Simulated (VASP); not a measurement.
# HfN (I4/mmm) in VASP: notebook

Runs on HfN. Level: PBE. Tasks: single point.

Everything below comes from runs of VASP 6.6.1. Logs are shortened: lines on timing, memory, paths and dates and some standing lists are left out, and cuts for length are marked.

**1. The cell of the first run**

It takes space group I4/mmm (No. 139, tetragonal). Conventional cell: a = 3.216 Å, b = 3.216 Å, c = 4.434 Å, α = 90.00°, β = 90.00°, γ = 90.00°. Hf (site symmetry 4/mmm) has 6 N at 2.22 to 2.27 Å within 2.9 Å. Within 2.9 Å of N (site symmetry 4/mmm) lie 6 Hf at 2.22 to 2.27 Å.

**2. Single point, PBE (strain +0.000 along x and y, -0.025 along z)**

INCAR

```
PREC = Accurate
ENCUT = 520
EDIFF = 1E-7
ISMEAR = 0
SIGMA = 0.15
LREAL = F
LASPH = T
NELM = 60
ALGO = Normal
ISIF = 2
LWAVE = F
LCHARG = F
GGA = PE
NBANDS = 14
```

KPOINTS

```
Automatic mesh
0
Gamma
  22 22 22
```

POSCAR

```
HfN
1.0
    0.0000000000      2.2738965586      2.2170491446
    2.2738965586      0.0000000000      2.2170491446
    2.2738965586      2.2738965586      0.0000000000
Hf N
1 1
Direct
    0.0000000000      0.0000000000      0.0000000000
    0.5000000000      0.5000000000      0.5000000000
```

Potentials or basis: VASP PAW PBE potentials, release 64 (Hf_pv, N).

Command:

```
$ cat potpaw_PBE.64/Hf_pv/POTCAR potpaw_PBE.64/N/POTCAR > POTCAR
$ mpirun -np 1 vasp_std > vasp.out
```

OUTCAR:

```text
PREC = Accurate
   ENCUT = 520
   EDIFF = 1E-7
   ISMEAR = 0
   LREAL = F
   LASPH = T
   NELM = 60
   ISIF = 2
   GGA = PE

 ion  position               nearest neighbor table
   1  0.000  0.000  0.000-   2 2.22   2 2.22   2 2.27   2 2.27   2 2.27   2 2.27
   2  0.500  0.500  0.500-   1 2.22   1 2.22   1 2.27   1 2.27   1 2.27   1 2.27

  LATTYP: Found a body centered tetragonal cell.
 ALAT       =     3.2157753526
 C/A-ratio  =     1.3788582233

  Lattice vectors:

 A1 = (   0.0000000000,  -2.2738965586,  -2.2170491446)
 A2 = (   0.0000000000,   2.2738965586,  -2.2170491446)
 A3 = (   2.2738965586,   0.0000000000,   2.2170491446)

Analysis of symmetry for initial positions (statically):
=====================================================================
 Subroutine PRICEL returns:
 Original cell was already a primitive cell.

 Routine SETGRP: Setting up the symmetry group for a
 body centered tetragonal supercell.

 Subroutine GETGRP returns: Found 16 space group operations
 (whereof 16 operations were pure point group operations)
 out of a pool of 16 trial point group operations.

The static configuration has the point symmetry D_4h.

Analysis of symmetry for dynamics (positions and initial velocities):
=====================================================================
 Subroutine PRICEL returns:
 Original cell was already a primitive cell.

 Routine SETGRP: Setting up the symmetry group for a
 body centered tetragonal supercell.

 Subroutine GETGRP returns: Found 16 space group operations
 (whereof 16 operations were pure point group operations)
 out of a pool of 16 trial point group operations.

The dynamic configuration has the point symmetry D_4h.

 Subroutine INISYM returns: Found 16 space group operations
 (whereof 16 operations are pure point group operations),
 and found     1 'primitive' translations

----------------------------------------------------------------------------------------

                                     Primitive cell

  volume of cell :      22.9270

  direct lattice vectors                    reciprocal lattice vectors
     0.000000000  2.273896559  2.217049145    -0.219886871  0.219886871  0.225524996
     2.273896559  0.000000000  2.217049145     0.219886871 -0.219886871  0.225524996
     2.273896559  2.273896559  0.000000000     0.219886871  0.219886871 -0.225524996

  length of vectors
     3.175832563  3.175832563  3.215775353     0.384137991  0.384137991  0.384137991

  position of ions in fractional coordinates (direct lattice)
     0.000000000  0.000000000  0.000000000
     0.500000000  0.500000000  0.500000000
[... 89 lines left out ...]
   NUPDOWN=      -1.0000    fix difference up-down
   EMIN   =  10.00;   EMAX   =-10.00  energy-range for DOS
   EFERMI =   0.00;   METHOD = LEGACY
   ISMEAR =     0;   SIGMA  =   0.15  broadening in eV -4-tet -1-fermi 0-gaus
   EFERMI_NEDOS =   21; number of points for ismear=-14 and -15
   IALGO  =     38    algorithm
   IMIX   =      4    mixing-type and parameters
     AMIX     =   0.40;   BMIX     =  1.00
     AMIX_MAG =   1.60;   BMIX_MAG =  1.00
  volume/ion in A,a.u.               =      11.46        77.36
  Fermi-wavevector in a.u.,A,eV,Ry     =   1.421204  2.685686 27.481321  2.019820
  Thomas-Fermi vector in A             =   2.542038
   LORBIT       =      0    0 simple, 1 ext, 2 COOP (PROOUT), +10 PAW based schemes
   GGA     = PE    functional components
   LHFCALC =     F    Hartree Fock is set to
   AEXX    =    0.0000 exact exchange contribution
   IVDW    =     0    specifies the selected vdW correction
   LEPSILON=     F    determine dielectric tensor
   LRPA    =     F    only Hartree local field effects (RPA)
 non-spin polarized calculation
 Gauss-broadening in eV      SIGMA  =   0.15
  energy-cutoff  :      520.00
  volume of cell :       22.93
 maximum number of plane-waves:       632
   NGX = 11   NGY = 11   NGZ = 11

 number of electron      15.0000000 magnetization

 Free energy of the ion-electron system (eV)
  ---------------------------------------------------
  ext. energy  EPLUGINS =         0.00000000
  ---------------------------------------------------
  free energy    TOTEN  =       -21.73915848 eV

  energy without entropy =      -21.73236997  energy(sigma->0) =      -21.73576423

 E-fermi :   8.4446     XC(G=0): -12.7607

 val. band max:        8.4439354083   @ k =  -0.2273   0.1818   0.0909
 cond. band min:       8.4466347422   @ k =   0.3636   0.0455   0.1364
 fundamental gap:      0.0026993338
 Fermi energy:         8.4446321519

 k-point     1 :       0.0000    0.0000    0.0000
  band No.  band energies     occupation
      1     -22.7011      2.00000
      2     -22.7011      2.00000
      3     -22.6746      2.00000
      4      -9.1115      2.00000
      5       5.3565      2.00000
      6       5.3565      2.00000
      7       5.4882      2.00000
      8       7.9969      1.99998
      9       7.9969      1.99998
     10       8.2782      1.88339
     11       9.9423      0.00000
     12      10.2278      0.00000
     13      10.9672      0.00000
     14      18.0206      0.00000
[... 377 lines left out ...]
      1     -23.6534      2.00000
      2     -22.8072      2.00000
      3     -22.7696      2.00000
      4      -6.4228      2.00000
      5      -0.3752      2.00000
      6       2.2341      2.00000
      7       2.3017      2.00000
      8      11.4501      0.00000
      9      11.8303      0.00000
     10      12.1097      0.00000
     11      13.4488      0.00000
     12      17.0237      0.00000
     13      17.3482      0.00000
     14      20.3183      0.00000

 [... further k-points ...]

------------------------ aborting loop because EDIFF is reached ----------------------------------------

  FORCE on cell =-STRESS in cart. coord.  units (eV):
  Direction    XX          YY          ZZ          XY          YZ          ZX
  --------------------------------------------------------------------------------------
  -------------------------------------------------------------------------------------
  Total        0.0718626      0.0718626      2.0310393      0.0000000      0.0000000      0.0000000
  in kB        5.0218832      5.0218832    141.9326099      0.0000000      0.0000000      0.0000000
  external PRESSURE =      50.6587921 kB  Pullay stress =       0.0000000 kB

 VOLUME and BASIS-vectors are now :
 -----------------------------------------------------------------------------
  energy-cutoff  :      520.00
  volume of cell :       22.93
      direct lattice vectors                 reciprocal lattice vectors
     0.000000000  2.273896559  2.217049145    -0.219886871  0.219886871  0.225524996
     2.273896559  0.000000000  2.217049145     0.219886871 -0.219886871  0.225524996
     2.273896559  2.273896559  0.000000000     0.219886871  0.219886871 -0.225524996

 POSITION                                       TOTAL-FORCE (eV/Angst)
 -----------------------------------------------------------------------------------
      0.00000      0.00000      0.00000         0.000000     -0.000000      0.000000
      2.27390      2.27390      2.21705        -0.000000      0.000000      0.000000
 -----------------------------------------------------------------------------------
    total drift:                                0.000000     -0.000000     -0.000000

  FREE ENERGIE OF THE ION-ELECTRON SYSTEM (eV)
  ---------------------------------------------------
  free  energy   TOTEN  =       -21.7391584789 eV

  energy  without entropy=      -21.7323699737  energy(sigma->0) =      -21.73576423
```

OSZICAR:

```text
N       E                     dE             d eps       ncg     rms          rms(c)
DAV:   1     0.386707543932E+02    0.38671E+02   -0.78012E+03 23368   0.101E+03
DAV:   2    -0.227615294159E+02   -0.61432E+02   -0.57454E+02 30982   0.237E+02
DAV:   3    -0.247402132982E+02   -0.19787E+01   -0.19703E+01 26918   0.349E+01
DAV:   4    -0.247473816123E+02   -0.71683E-02   -0.71652E-02 27922   0.246E+00
DAV:   5    -0.247474261367E+02   -0.44524E-04   -0.44524E-04 26984   0.166E-01    0.498E+01
DAV:   6    -0.218411574717E+02    0.29063E+01   -0.81985E+00 25954   0.222E+01    0.422E+01
DAV:   7    -0.217660409915E+02    0.75116E-01   -0.45603E-01 29670   0.603E+00    0.268E+01
DAV:   8    -0.217446763021E+02    0.21365E-01   -0.10302E-01 27132   0.279E+00    0.600E+00
DAV:   9    -0.217392776309E+02    0.53987E-02   -0.14978E-02 26370   0.987E-01    0.196E+00
DAV:  10    -0.217391886716E+02    0.88959E-04   -0.10283E-03 31170   0.311E-01    0.402E-01
DAV:  11    -0.217391602717E+02    0.28400E-04   -0.69427E-05 27690   0.832E-02    0.960E-02
DAV:  12    -0.217391587612E+02    0.15105E-05   -0.68397E-06 31292   0.224E-02    0.165E-02
DAV:  13    -0.217391585620E+02    0.19917E-06   -0.17593E-07 23314   0.428E-03    0.379E-03
DAV:  14    -0.217391584789E+02    0.83116E-07   -0.15182E-08 17274   0.114E-03
   1 F= -.21739158E+02 E0= -.21735764E+02  d E =-.678851E-02
```

stdout:

```text
POSCAR found type information on POSCAR HfN
 POSCAR found :  2 types and       2 ions
 scaLAPACK will be used
 LDA part: xc-table for (Slater+PW92), standard interpolation
 POSCAR, INCAR and KPOINTS ok, starting setup
 FFT: planning ... GRIDC
 FFT: planning ... GRID_SOFT
 FFT: planning ... GRID
 WAVECAR not read
 entering main loop
```

It took 2.2 min on 1 thread of AMD EPYC 9R45 (Zen 5), shared host; peak memory 0.35 GiB.

What came out:

* Free energy: -21.7392 eV
* Pressure: 5.1 GPa
* Band gap on the k mesh: zero (an odd number of electrons rules out a gap without spin polarisation)

Caveat: the cell differs from its parent crystal (strain +0.000 along x and y, -0.025 along z); the cell stands under pressure; spin-orbit coupling is left out, which moves the levels of the heavy elements.

**3. Single point, PBE (strain -0.025 along x and y, +0.025 along z)**

INCAR

```
  PREC = Accurate
  ENCUT = 520
  EDIFF = 1E-6
  ISMEAR = 0
  SIGMA = 0.15
  LREAL = False
  LASPH = True
  NELM = 60
  ALGO = Normal
  ISIF = 2
  LWAVE = False
  LCHARG = False
  GGA = PE
  NBANDS = 14
```

KPOINTS is that of step 2.

POSCAR

```
HfN
1.0
    0.0000000000      2.2170491446      2.3307439726
    2.2170491446      0.0000000000      2.3307439726
    2.2170491446      2.2170491446      0.0000000000
Hf N
1 1
Direct
    0.0000000000      0.0000000000      0.0000000000
    0.5000000000      0.5000000000      0.5000000000
```

Potentials or basis: VASP PAW PBE potentials, release 64 (Hf_pv, N).

Command:

```
$ cat potpaw_PBE.64/Hf_pv/POTCAR potpaw_PBE.64/N/POTCAR > POTCAR
$ mpirun -np 1 vasp_std > vasp.out
```

OUTCAR:

```text
PREC = Accurate
   ENCUT = 520
   EDIFF = 1E-6
   ISMEAR = 0
   LREAL = False
   LASPH = True
   NELM = 60
   ISIF = 2
   GGA = PE

 ion  position               nearest neighbor table
   1  0.000  0.000  0.000-   2 2.22   2 2.22   2 2.22   2 2.22   2 2.33   2 2.33
   2  0.500  0.500  0.500-   1 2.22   1 2.22   1 2.22   1 2.22   1 2.33   1 2.33

  LATTYP: Found a body centered tetragonal cell.
 ALAT       =     3.1353809687
 C/A-ratio  =     1.4867373348

  Lattice vectors:

 A1 = (  -2.2170491446,   0.0000000000,   2.3307439726)
 A2 = (   2.2170491446,   0.0000000000,   2.3307439726)
 A3 = (   0.0000000000,   2.2170491446,  -2.3307439726)

Analysis of symmetry for initial positions (statically):
=====================================================================
 Subroutine PRICEL returns:
 Original cell was already a primitive cell.

 Routine SETGRP: Setting up the symmetry group for a
 body centered tetragonal supercell.

 Subroutine GETGRP returns: Found 16 space group operations
 (whereof 16 operations were pure point group operations)
 out of a pool of 16 trial point group operations.

The static configuration has the point symmetry D_4h.

Analysis of symmetry for dynamics (positions and initial velocities):
=====================================================================
 Subroutine PRICEL returns:
 Original cell was already a primitive cell.

 Routine SETGRP: Setting up the symmetry group for a
 body centered tetragonal supercell.

 Subroutine GETGRP returns: Found 16 space group operations
 (whereof 16 operations were pure point group operations)
 out of a pool of 16 trial point group operations.

The dynamic configuration has the point symmetry D_4h.

 Subroutine INISYM returns: Found 16 space group operations
 (whereof 16 operations are pure point group operations),
 and found     1 'primitive' translations

----------------------------------------------------------------------------------------

                                     Primitive cell

  volume of cell :      22.9126

[... 118 lines left out ...]
   LRPA    =     F    only Hartree local field effects (RPA)
 non-spin polarized calculation
 Gauss-broadening in eV      SIGMA  =   0.15
  energy-cutoff  :      520.00
  volume of cell :       22.91
 maximum number of plane-waves:       636
   NGX = 11   NGY = 11   NGZ = 11

 number of electron      15.0000001 magnetization

 Free energy of the ion-electron system (eV)
  ---------------------------------------------------
  ext. energy  EPLUGINS =         0.00000000
  ---------------------------------------------------
  free energy    TOTEN  =       -21.69607425 eV

  energy without entropy =      -21.68953515  energy(sigma->0) =      -21.69280470

 E-fermi :   8.4593     XC(G=0): -12.7603

 val. band max:        8.4559088782   @ k =   0.3636   0.1364   0.0455
 cond. band min:       8.4635755102   @ k =   0.0455   0.0455   0.0000
 fundamental gap:      0.0076666320
 Fermi energy:         8.4592827670

 k-point     1 :       0.0000    0.0000    0.0000
  band No.  band energies     occupation
      1     -22.7217      2.00000
      2     -22.6550      2.00000
      3     -22.6550      2.00000
      4      -9.1151      2.00000
      5       5.2545      2.00000
      6       5.4860      2.00000
      7       5.4860      2.00000
      8       7.7277      2.00000
      9       8.2989      1.86946
     10       8.2989      1.86946
     11       9.2715      0.00000
     12      10.8033      0.00000
     13      11.1324      0.00000
     14      18.0477      0.00000
[... 377 lines left out ...]
      1     -23.6477      2.00000
      2     -22.8392      2.00000
      3     -22.7065      2.00000
      4      -6.3753      2.00000
      5      -0.3969      2.00000
      6       2.2217      2.00000
      7       2.2413      2.00000
      8      11.4557      0.00000
      9      11.9389      0.00000
     10      12.2300      0.00000
     11      13.3152      0.00000
     12      16.3914      0.00000
     13      17.9699      0.00000
     14      20.5480      0.00000

 [... further k-points ...]

------------------------ aborting loop because EDIFF is reached ----------------------------------------

  FORCE on cell =-STRESS in cart. coord.  units (eV):
  Direction    XX          YY          ZZ          XY          YZ          ZX
  --------------------------------------------------------------------------------------
  -------------------------------------------------------------------------------------
  Total        2.0755320      2.0755320     -1.3972568      0.0000000      0.0000000      0.0000000
  in kB      145.1325470    145.1325470    -97.7038325      0.0000000      0.0000000      0.0000000
  external PRESSURE =      64.1870872 kB  Pullay stress =       0.0000000 kB

 VOLUME and BASIS-vectors are now :
 -----------------------------------------------------------------------------
  energy-cutoff  :      520.00
  volume of cell :       22.91
      direct lattice vectors                 reciprocal lattice vectors
     0.000000000  2.217049145  2.330743973    -0.225524996  0.225524996  0.214523777
     2.217049145  0.000000000  2.330743973     0.225524996 -0.225524996  0.214523777
     2.217049145  2.217049145  0.000000000     0.225524996  0.225524996 -0.214523777

 POSITION                                       TOTAL-FORCE (eV/Angst)
 -----------------------------------------------------------------------------------
      0.00000      0.00000      0.00000         0.000000     -0.000000      0.000000
      2.21705      2.21705      2.33074        -0.000000      0.000000     -0.000000
 -----------------------------------------------------------------------------------
    total drift:                                0.000000     -0.000000     -0.000000

  FREE ENERGIE OF THE ION-ELECTRON SYSTEM (eV)
  ---------------------------------------------------
  free  energy   TOTEN  =       -21.6960742472 eV

  energy  without entropy=      -21.6895351466  energy(sigma->0) =      -21.69280470
```

Run time: 2 min. Hardware: 1 thread of AMD EPYC 9R45 (Zen 5), shared host; peak memory 0.35 GiB.

What came out:

| Item | Value |
| --- | --- |
| Free energy | -21.6961 eV |
| Pressure | 6.4 GPa |
| Band gap on the k mesh | zero (an odd number of electrons rules out a gap without spin polarisation) |

Caveat: the cell differs from its parent crystal (strain -0.025 along x and y, +0.025 along z); the cell stands under pressure; spin-orbit coupling is left out, which moves the levels of the heavy elements.

**4. Single point, PBE (strain -0.025 along x and y, +0.050 along z)**

INCAR

```
SYSTEM = HfN
PREC     = Accurate       ! precision mode
ENCUT    = 520            ! plane-wave cutoff, eV
EDIFF    = 1E-6           ! SCF threshold, eV
ISMEAR   = 0              ! smearing method
SIGMA    = 0.15           ! smearing width, eV
LREAL    = .False.        ! projectors in reciprocal space
LASPH    = .True.         ! aspherical terms in the spheres
NELM     = 100            ! most SCF steps
ALGO     = Normal         ! electronic algorithm
ISIF     = 2              ! what is computed and relaxed
LWAVE    = .False.        ! write WAVECAR
LCHARG   = .True.         ! write CHGCAR
GGA      = PE             ! functional
LELF     = .True.         ! ELF
LVHAR    = .True.       
NBANDS   = 14             ! bands
```

KPOINTS

```
Automatic mesh
0
Gamma
  22 22 22
  0 0 0
```

POSCAR

```
HfN
1.0
    0.0000000000      2.2170491446      2.3875913865
    2.2170491446      0.0000000000      2.3875913865
    2.2170491446      2.2170491446      0.0000000000
Hf N
1 1
Direct
    0.0000000000      0.0000000000      0.0000000000
    0.5000000000      0.5000000000      0.5000000000
```

Command:

```
$ cat potpaw_PBE.64/Hf_pv/POTCAR potpaw_PBE.64/N/POTCAR > POTCAR
$ mpirun -np 1 vasp_std > vasp.out
```

It took 2 min on 1 thread of AMD EPYC 9R45 (Zen 5), shared host; peak memory 0.35 GiB.

Results (log left out):

```yaml
Free_energy: -21.6448 eV
Pressure: 1.4 GPa
Band_gap_on_the_k_mesh: zero (an odd number of electrons rules out a gap without spin polarisation)
```

Stress tensor (GPa, compression positive):
```
 11.75   0.00   0.00
  0.00  11.75   0.00
  0.00   0.00 -19.25
```

Levels at points of the mesh, in eV from the Fermi level:
| k point | band 4 | band 5 | band 6 | band 7 | band 8 | band 9 | band 10 | band 11 | band 12 | band 13 |
| --- | --- | --- | --- | --- | --- | --- | --- | --- | --- | --- |
| (0.00, 0.00, 0.00) | -17.45 | -3.23 | -2.93 | -2.93 | -0.88 | -0.05 | -0.05 | 0.22 | 2.44 | 2.85 |
| (0.50, 0.00, 0.00) | -14.78 | -8.82 | -6.21 | -6.14 | 3.19 | 3.42 | 3.94 | 4.24 | 7.44 | 9.51 |
| (0.50, 0.50, 0.00) | -16.43 | -5.89 | -3.63 | -3.49 | -3.49 | 4.01 | 5.30 | 5.30 | 5.39 | 7.43 |
| (0.50, 0.00, 0.50) | -16.36 | -5.18 | -3.94 | -3.79 | -3.66 | 3.50 | 4.76 | 5.91 | 5.91 | 8.13 |

Caveat: the cell differs from its parent crystal (strain -0.025 along x and y, +0.050 along z); spin-orbit coupling is left out, which moves the levels of the heavy elements.

**5. Summary**

| cell | gap on the mesh (eV) | pressure (GPa) |
| --- | --- | --- |
| a = 3.176, b = 3.176, c = 3.216 Å, angles 59.6, 59.6, 60.8°, 2 atoms | none | 5.1 |
| a = 3.217, b = 3.217, c = 3.135 Å, angles 60.8, 60.8, 58.3°, 2 atoms | none | 6.4 |
| a = 3.258, b = 3.258, c = 3.135 Å, angles 61.2, 61.2, 57.5°, 2 atoms | none | 1.4 |

Alike in all rows: task single point; level PBE; potentials or basis VASP PAW PBE potentials, release 64 (Hf_pv, N); no spin polarisation; k mesh 22 × 22 × 22; cutoff (eV) 520; smearing gaussian 0.15 eV.

Caveats: spin-orbit coupling is left out, which moves the levels of the heavy elements; the cell stands under pressure (at least some runs).

Absolute energies hang on the potentials; compare differences alone.
